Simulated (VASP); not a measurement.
Write the native input for VASP 6.6.1 that does the following.

```
Task                   : single point
Functional             : PBE
Potentials or basis    : VASP PAW PBE potentials, release 64 (Mo_sv, N)
Cutoff                 : 520 eV
k mesh                 : 5 × 5 × 1
Occupations            : gaussian, width 0.1 eV
Spin                   : no spin polarisation
Dipole correction      : yes
Further INCAR settings : ALGO = Normal; EDIFF = 1e-06; NBANDS = 98
```

The structure of Mo12N lies in POSCAR:

```
Mo12N
1.0
    5.4740406976      0.0000000000      0.0000000000
   -1.8246802325      5.1609750637      0.0000000000
    0.0000000000      0.0000000000     19.8082144129
Mo N
12 1
Direct
    0.2500000000      0.2500000000      0.2019364248
    0.2500000000      0.7500000000      0.2019364248
    0.7500000000      0.2500000000      0.2019364248
    0.7500000000      0.7500000000      0.2019364248
    0.0000000000      0.0000000000      0.3106872619
    0.0000000000      0.5000000000      0.3106872619
    0.5000000000      0.0000000000      0.3106872619
    0.5000000000      0.5000000000      0.3106872619
    0.2500000000      0.2500000000      0.4194327787
    0.2500000000      0.7500000000      0.4194327787
    0.7500000000      0.2500000000      0.4194327787
    0.7500000000      0.7500000000      0.4194327787
    0.3333333333      0.6666666667      0.4991634749
```

One way to write it, as run:

INCAR

```
SYSTEM = Mo12N
PREC = Accurate ; ENCUT = 520
EDIFF = 1E-6 ; ISMEAR = 0
SIGMA = 0.1 ; LREAL = .FALSE.
LASPH = .TRUE. ; NELM = 100
ALGO = Normal ; ISIF = 2
LWAVE = .FALSE. ; LCHARG = .FALSE.
LDIPOL = .TRUE. ; IDIPOL = 3
DIPOL = 0.5 0.5 0.325 ; GGA = PE
NBANDS = 98
```

KPOINTS

```
regular mesh
0
G
  5 5 1
  0 0 0
```

Potentials or basis: VASP PAW PBE potentials, release 64 (Mo_sv, N).

Run with:

```console
$ cat potpaw_PBE.64/Mo_sv/POTCAR potpaw_PBE.64/N/POTCAR > POTCAR
$ mpirun -np 1 vasp_std > vasp.out
```

Results of the run:

```yaml
Largest_force: 1.604 eV/Å
Band_gap_on_the_k_mesh: zero (an odd number of electrons rules out a gap without spin polarisation)
```

Run time: 53 min on 1 thread of Intel Xeon 8259CL, with other jobs on the host, peak memory 0.76 GiB.
